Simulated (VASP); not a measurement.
Here is a VASP 6.6.1 calculation.

Contents of INCAR:

```
SYSTEM = Ti
PREC = Accurate
ENCUT = 550
EDIFF = 1E-6
ISMEAR = 0
SIGMA = 0.15
LREAL = .FALSE.
LASPH = .TRUE.
NELM = 300
ALGO = All
ISIF = 2
LWAVE = .FALSE.
LCHARG = .FALSE.
GGA = PS
NBANDS = 25
GGA_COMPAT = .FALSE.
ISEARCH = 1
KPAR = 4
```

KPOINTS

```
Automatic mesh
0
G
  12 12 18
  0 0 0
```

The input POSCAR:

```
Ti
1.0
    4.5771510267      0.0000000000      0.0000000000
   -2.2885755133      3.9639290661      0.0000000000
    0.0000000000      0.0000000000      2.7236525305
Ti
3
Direct
    0.0000000000      0.0000000000      0.0000000000
    0.3333333333      0.6666666667      0.5000000000
    0.6666666667      0.3333333333      0.5000000000
```

Potentials or basis: VASP PAW PBE potentials, release 64 (Ti_sv).

Command:

```bash
$ cat potpaw_PBE.64/Ti_sv/POTCAR > POTCAR
$ mpirun -np 4 vasp_std > vasp.out
```

Q: Predict the pressure.

A: 0.0 GPa.

Q: Estimate the band gap on the k mesh.

A: Zero (bands 18 and 19 overlap by 0.30 eV).

Stress tensor (GPa, compression positive):
```
-2.72  0.00  0.00
 0.00 -2.72  0.00
 0.00  0.00  5.50
```

Caveat: the stress differs along the axes, from -3 to 6 GPa; the PAW data sets were made with another functional, which shifts forces and pressure a little.
